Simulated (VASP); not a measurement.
# Ni3Ge (Pm-3m) in VASP: a series of runs

Runs on Ni3Ge. Level: LDA. Tasks: single point.

Everything below comes from runs of VASP 6.6.1. Logs are shortened: lines on timing, memory, paths and dates and some standing lists are left out, and cuts for length are marked.

### 1 The cell of the first run

It takes space group Pm-3m (No. 221, cubic). Conventional cell: a = 3.530 Å, b = 3.530 Å, c = 3.530 Å, α = 90.00°, β = 90.00°, γ = 90.00°. Within 3.3 Å of Ni (site symmetry 4/mmm) lie 8 Ni at 2.50 Å and 4 Ge at 2.50 Å. Within 3.3 Å of Ge (site symmetry m-3m) lie 12 Ni at 2.50 Å.

### 2 Single point, LDA, collinear spin, zero start

Contents of INCAR:

```
SYSTEM = Ni3Ge
ALGO = Normal
EDIFF = 1E-6
ENCUT = 520
ISIF = 2
ISMEAR = -1
ISPIN = 2
LASPH = .TRUE.
LCHARG = .TRUE.
LELF = .TRUE.
LMAXMIX = 4
LORBIT = 11
LREAL = .FALSE.
LVHAR = .TRUE.
LWAVE = .FALSE.
MAGMOM = 0 0 0 0
NBANDS = 34
NELM = 150
NUPDOWN = 0.0
PREC = Accurate
SIGMA = 0.1
```

Contents of KPOINTS:

```
k-points
0
G
  6 6 6
  0 0 0
```

Contents of POSCAR:

```
Ni3Ge
1.0
    3.5303340000      0.0000000000      0.0000000000
    0.0000000000      3.5303340000      0.0000000000
    0.0000000000      0.0000000000      3.5303340000
Ni Ge
3 1
Direct
    0.5000000000      0.0000000000      0.5000000000
    0.0000000000      0.5000000000      0.5000000000
    0.5000000000      0.5000000000      0.0000000000
    0.0000000000      0.0000000000      0.0000000000
```

Potentials or basis: VASP PAW LDA potentials, release 64 (Ni, Ge_d).

The run is started by

```
$ cat potpaw_LDA.64/Ni/POTCAR potpaw_LDA.64/Ge_d/POTCAR > POTCAR
$ mpirun -np 1 vasp_std > vasp.out
```

OUTCAR:

```text
SYSTEM = Ni3Ge
   EDIFF = 1E-6
   ENCUT = 520
   ISIF = 2
   ISMEAR = -1
   ISPIN = 2
   LASPH = .TRUE.
   LORBIT = 11
   LREAL = .FALSE.
   NELM = 150
   NUPDOWN = 0.0
   PREC = Accurate

 ion  position               nearest neighbor table
   1  0.500  0.000  0.500-   2 2.50   3 2.50   4 2.50   3 2.50   4 2.50   2 2.50   3 2.50   3 2.50
                             2 2.50   4 2.50   4 2.50   2 2.50
   2  0.000  0.500  0.500-   1 2.50   3 2.50   4 2.50   3 2.50   4 2.50   1 2.50   4 2.50   4 2.50
                             1 2.50   3 2.50   3 2.50   1 2.50
   3  0.500  0.500  0.000-   1 2.50   2 2.50   4 2.50   1 2.50   2 2.50   1 2.50   4 2.50   1 2.50
                             2 2.50   4 2.50   2 2.50   4 2.50
   4  0.000  0.000  0.000-   1 2.50   2 2.50   3 2.50   1 2.50   2 2.50   2 2.50   3 2.50   2 2.50
                             1 2.50   3 2.50   1 2.50   3 2.50

  LATTYP: Found a simple cubic cell.
 ALAT       =     3.5303340000

  Lattice vectors:

 A1 = (   3.5303340000,   0.0000000000,   0.0000000000)
 A2 = (   0.0000000000,   3.5303340000,   0.0000000000)
 A3 = (   0.0000000000,   0.0000000000,   3.5303340000)

Analysis of symmetry for initial positions (statically):
=====================================================================
 Subroutine PRICEL returns:
 Original cell was already a primitive cell.

 Routine SETGRP: Setting up the symmetry group for a
 simple cubic supercell.

 Subroutine GETGRP returns: Found 48 space group operations
 (whereof 48 operations were pure point group operations)
 out of a pool of 48 trial point group operations.

The static configuration has the point symmetry O_h .

Analysis of symmetry for dynamics (positions and initial velocities):
=====================================================================
 Subroutine PRICEL returns:
 Original cell was already a primitive cell.

 Routine SETGRP: Setting up the symmetry group for a
 simple cubic supercell.

 Subroutine GETGRP returns: Found 48 space group operations
 (whereof 48 operations were pure point group operations)
 out of a pool of 48 trial point group operations.

The dynamic configuration has the point symmetry O_h .

Analysis of structural, dynamic, and magnetic symmetry:
=====================================================================
 Subroutine PRICEL returns:
 Original cell was already a primitive cell.

 Routine SETGRP: Setting up the symmetry group for a
 simple cubic supercell.

 Subroutine GETGRP returns: Found 48 space group operations
 (whereof 48 operations were pure point group operations)
 out of a pool of 48 trial point group operations.

The overall configuration has the point symmetry O_h .

[... 127 lines left out ...]
   LRPA    =     F    only Hartree local field effects (RPA)
 spin polarized calculation
  energy-cutoff  :      520.00
  volume of cell :       44.00
 maximum number of plane-waves:      1213
 NGX is ok and might be reduce to    28
   NGX = 13   NGY = 13   NGZ = 13

 number of electron      43.9999972 magnetization       0.0000000

 number of electron      43.9999972 magnetization      -0.0000000

 Free energy of the ion-electron system (eV)
  ---------------------------------------------------
  ext. energy  EPLUGINS =         0.00000000
  ---------------------------------------------------
  free energy    TOTEN  =       -26.39389406 eV

  energy without entropy =      -26.32959717  energy(sigma->0) =      -26.36174562

 E-fermi :  10.1255     XC(G=0): -13.8230

 val. band max:       10.0826946694   @ k =   0.5000   0.0000   0.0000
 cond. band min:      10.3039728005   @ k =   0.5000   0.3333   0.3333
 fundamental gap:      0.2212781310
 Fermi energy:        10.1255417661

 spin component 1

 k-point     1 :       0.0000    0.0000    0.0000
  band No.  band energies     occupation
      1     -14.6631      1.00000
      2     -14.6631      1.00000
      3     -14.6490      1.00000
      4     -14.6490      1.00000
      5     -14.6490      1.00000
      6      -2.4435      1.00000
[... 729 lines left out ...]
     33      30.8690      0.00000
     34      30.9236      0.00000
 Fermi energy:        10.1255419110

 spin component 2

 k-point     1 :       0.0000    0.0000    0.0000
  band No.  band energies     occupation
      1     -14.6631      1.00000
      2     -14.6631      1.00000
      3     -14.6490      1.00000
      4     -14.6490      1.00000
      5     -14.6490      1.00000
      6      -2.4435      1.00000
[... 729 lines left out ...]
     33      30.8671      0.00000
     34      30.8680      0.00000

------------------------ aborting loop because EDIFF is reached ----------------------------------------

  FORCE on cell =-STRESS in cart. coord.  units (eV):
  Direction    XX          YY          ZZ          XY          YZ          ZX
  --------------------------------------------------------------------------------------
  -------------------------------------------------------------------------------------
  Total       -1.9399897     -1.9399897     -1.9399897      0.0000000     -0.0000000     -0.0000000
  in kB      -70.6419407    -70.6419407    -70.6419407      0.0000000     -0.0000000     -0.0000000
  external PRESSURE =     -70.6419407 kB  Pullay stress =       0.0000000 kB

 VOLUME and BASIS-vectors are now :
 -----------------------------------------------------------------------------
  energy-cutoff  :      520.00
  volume of cell :       44.00
      direct lattice vectors                 reciprocal lattice vectors
     3.530334000  0.000000000  0.000000000     0.283259318  0.000000000  0.000000000
     0.000000000  3.530334000  0.000000000     0.000000000  0.283259318  0.000000000
     0.000000000  0.000000000  3.530334000     0.000000000  0.000000000  0.283259318

 POSITION                                       TOTAL-FORCE (eV/Angst)
 -----------------------------------------------------------------------------------
      1.76517      0.00000      1.76517         0.000000      0.000000      0.000000
      0.00000      1.76517      1.76517         0.000000      0.000000      0.000000
      1.76517      1.76517      0.00000         0.000000      0.000000      0.000000
      0.00000      0.00000      0.00000         0.000000      0.000000      0.000000
 -----------------------------------------------------------------------------------
    total drift:                                0.000000      0.000000      0.000000

  FREE ENERGIE OF THE ION-ELECTRON SYSTEM (eV)
  ---------------------------------------------------
  free  energy   TOTEN  =       -26.3938940612 eV

  energy  without entropy=      -26.3295971701  energy(sigma->0) =      -26.36174562

 total charge

# of ion       s       p       d       tot
------------------------------------------
    1        0.476   0.541   8.445   9.462
    2        0.476   0.541   8.445   9.462
    3        0.476   0.541   8.445   9.462
    4        1.102   1.243  10.142  12.487
--------------------------------------------------
tot          2.531   2.866  35.478  40.874

 magnetization (x)

# of ion       s       p       d       tot
------------------------------------------
    1        0.000  -0.000   0.000  -0.000
    2        0.000  -0.000   0.000  -0.000
    3        0.000  -0.000   0.000  -0.000
    4        0.000   0.000  -0.000   0.000
--------------------------------------------------
tot          0.000  -0.000   0.000   0.000
```

Run time: 28 s. Hardware: 1 thread of Intel Xeon 6975P-C (Granite Rapids), shared host; peak memory 0.17 GiB.

Results:

| Property | Result |
| --- | --- |
| Free energy | -26.3939 eV |
| Pressure | -7.1 GPa |
| Net moment | 0.00 μB per cell |
| Valence electrons inside the program's atomic spheres | Ni 9.46; Ge 12.49 |

Caveat: the total moment is fixed, so each spin has its own Fermi level.

### 3 Single point, LDA, collinear spin, ferromagnetic start

Contents of INCAR:

```
PREC = Accurate
ENCUT = 520
EDIFF = 1E-6
ISMEAR = -1
SIGMA = 0.1
LREAL = False
LASPH = True
NELM = 150
ALGO = Normal
ISIF = 2
LWAVE = False
LCHARG = False
ISPIN = 2
MAGMOM = 0.41 0.41 0.41 0.01
LORBIT = 11
NUPDOWN = 1.1
LMAXMIX = 4
GGA = CA
NBANDS = 34
```

Contents of KPOINTS:

```
regular mesh
0
Gamma
  6 6 6
```

POSCAR is that of step 2.

Potentials or basis: VASP PAW LDA potentials, release 64 (Ni, Ge_d).

The run is started by

```
$ cat potpaw_LDA.64/Ni/POTCAR potpaw_LDA.64/Ge_d/POTCAR > POTCAR
$ mpirun -np 1 vasp_std > vasp.out
```

OUTCAR:

```text
PREC = Accurate
   ENCUT = 520
   EDIFF = 1E-6
   ISMEAR = -1
   LREAL = False
   LASPH = True
   NELM = 150
   ISIF = 2
   ISPIN = 2
   LORBIT = 11
   NUPDOWN = 1.1
   GGA = CA

 ion  position               nearest neighbor table
   1  0.500  0.000  0.500-   2 2.50   3 2.50   4 2.50   3 2.50   4 2.50   2 2.50   3 2.50   3 2.50
                             2 2.50   4 2.50   4 2.50   2 2.50
   2  0.000  0.500  0.500-   1 2.50   3 2.50   4 2.50   3 2.50   4 2.50   1 2.50   4 2.50   4 2.50
                             1 2.50   3 2.50   3 2.50   1 2.50
   3  0.500  0.500  0.000-   1 2.50   2 2.50   4 2.50   1 2.50   2 2.50   1 2.50   4 2.50   1 2.50
                             2 2.50   4 2.50   2 2.50   4 2.50
   4  0.000  0.000  0.000-   1 2.50   2 2.50   3 2.50   1 2.50   2 2.50   2 2.50   3 2.50   2 2.50
                             1 2.50   3 2.50   1 2.50   3 2.50

  LATTYP: Found a simple cubic cell.
 ALAT       =     3.5303340000

  Lattice vectors:

 A1 = (   3.5303340000,   0.0000000000,   0.0000000000)
[... 1683 lines left out ...]

  FORCE on cell =-STRESS in cart. coord.  units (eV):
  Direction    XX          YY          ZZ          XY          YZ          ZX
  --------------------------------------------------------------------------------------
  -------------------------------------------------------------------------------------
  Total       -1.5719213     -1.5719213     -1.5719213      0.0000000     -0.0000000      0.0000000
  in kB      -57.2392586    -57.2392586    -57.2392586      0.0000000     -0.0000000      0.0000000
  external PRESSURE =     -57.2392586 kB  Pullay stress =       0.0000000 kB

 VOLUME and BASIS-vectors are now :
 -----------------------------------------------------------------------------
  energy-cutoff  :      520.00
  volume of cell :       44.00
      direct lattice vectors                 reciprocal lattice vectors
     3.530334000  0.000000000  0.000000000     0.283259318  0.000000000  0.000000000
     0.000000000  3.530334000  0.000000000     0.000000000  0.283259318  0.000000000
     0.000000000  0.000000000  3.530334000     0.000000000  0.000000000  0.283259318

 POSITION                                       TOTAL-FORCE (eV/Angst)
 -----------------------------------------------------------------------------------
      1.76517      0.00000      1.76517         0.000000      0.000000      0.000000
      0.00000      1.76517      1.76517         0.000000      0.000000      0.000000
      1.76517      1.76517      0.00000         0.000000      0.000000      0.000000
      0.00000      0.00000      0.00000         0.000000      0.000000      0.000000
 -----------------------------------------------------------------------------------
    total drift:                                0.000000      0.000000      0.000000

  FREE ENERGIE OF THE ION-ELECTRON SYSTEM (eV)
  ---------------------------------------------------
  free  energy   TOTEN  =       -26.2030610299 eV

  energy  without entropy=      -26.0982828018  energy(sigma->0) =      -26.15067192

 total charge

# of ion       s       p       d       tot
------------------------------------------
    1        0.478   0.548   8.429   9.455
    2        0.478   0.548   8.429   9.455
    3        0.478   0.548   8.429   9.455
    4        1.097   1.261  10.139  12.498
--------------------------------------------------
tot          2.531   2.904  35.427  40.863

 magnetization (x)

# of ion       s       p       d       tot
------------------------------------------
    1       -0.001   0.002   0.357   0.358
    2       -0.001   0.002   0.357   0.358
    3       -0.001   0.002   0.357   0.358
    4        0.000   0.019  -0.004   0.016
--------------------------------------------------
tot         -0.002   0.026   1.066   1.090
```

OSZICAR:

```text
N       E                     dE             d eps       ncg     rms          rms(c)
DAV:   1     0.306900373921E+03    0.30690E+03   -0.18824E+04  3140   0.289E+03
DAV:   2     0.110276675513E+02   -0.29587E+03   -0.27617E+03  2720   0.461E+02
DAV:   3    -0.282375383843E+02   -0.39265E+02   -0.37963E+02  2826   0.150E+02
DAV:   4    -0.294518833255E+02   -0.12143E+01   -0.12114E+01  3094   0.300E+01
DAV:   5    -0.294756420691E+02   -0.23759E-01   -0.23756E-01  3710   0.358E+00    0.181E+01
DAV:   6    -0.287598551610E+02    0.71579E+00   -0.22308E+01  3106   0.701E+01    0.146E+01
DAV:   7    -0.262989183592E+02    0.24609E+01   -0.92540E+00  3118   0.409E+01    0.393E+00
DAV:   8    -0.262161240619E+02    0.82794E-01   -0.24270E-01  3400   0.408E+00    0.152E+00
DAV:   9    -0.262061628056E+02    0.99613E-02   -0.12148E-02  3626   0.108E+00    0.514E-01
DAV:  10    -0.262034930560E+02    0.26697E-02   -0.14687E-03  3932   0.416E-01    0.172E-01
DAV:  11    -0.262030572994E+02    0.43576E-03   -0.35831E-04  3544   0.204E-01    0.664E-02
DAV:  12    -0.262030580774E+02   -0.77802E-06   -0.48709E-05  3076   0.592E-02    0.340E-02
DAV:  13    -0.262030611180E+02   -0.30406E-05   -0.63129E-06  3280   0.331E-02    0.820E-03
DAV:  14    -0.262030610299E+02    0.88104E-07   -0.57861E-07  1808   0.109E-02
   1 F= -.26203061E+02 E0= -.26150672E+02  d E =-.104778E+00  mag=     1.1000
```

Wall time 30 s (1 thread of Intel Xeon 6975P-C (Granite Rapids), shared host); peak memory 0.17 GiB.

What came out:

```
Free energy                                           : -26.2031 eV
Pressure                                              : -5.7 GPa
Net moment                                            : 1.10 μB per cell
Site moments                                          : Ni +0.36; Ge +0.02 μB
Valence electrons inside the program's atomic spheres : Ni 9.46; Ge 12.50
```

Caveat: the total moment is fixed, so each spin has its own Fermi level.

(Continued in part 2 of 3.)
